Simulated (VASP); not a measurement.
Runs of VASP 6.6.1 on GdN. The structure is that of space group Fm-3m (No. 225), or close to it. The cells are those of the table. 

```tsv
cell	gap on the mesh (eV)	pressure (GPa)	moment (μB)
a = 3.540 Å, angles 60.0°, 2 atoms	none	(a)	7.00
a = 3.493 Å, angles 60.0°, 2 atoms	none	3.4	7.00
a = 3.517 Å, angles 60.0°, 2 atoms	none	0.1	7.00
a = 3.469 Å, angles 60.0°, 2 atoms	none	7.1	7.00
```

Alike in all rows: task single point; level r2SCAN; potentials or basis VASP PAW PBE potentials, release 64 (Gd, N); spin collinear, ferromagnetic start; k mesh 12 × 12 × 12; cutoff (eV) 520; smearing gaussian 0.05 eV.

**Question.** Fill in the values left out.

**Answer.** (a) -3.0.

Caveats: the PAW data sets were made with another functional, which shifts forces and pressure a little; spin-orbit coupling is left out, which moves the levels of the heavy elements; a cell with one magnetic atom can't hold antiferromagnetic order, which such compounds often take; semilocal functionals describe open f shells poorly, which spoils levels, moments and volumes; the cell stands under pressure (at least some runs).

A k mesh can miss the band edges, and the runs leave out spin-orbit coupling on Gd.

A gap of «none» marks levels without a gap at the run's occupations.
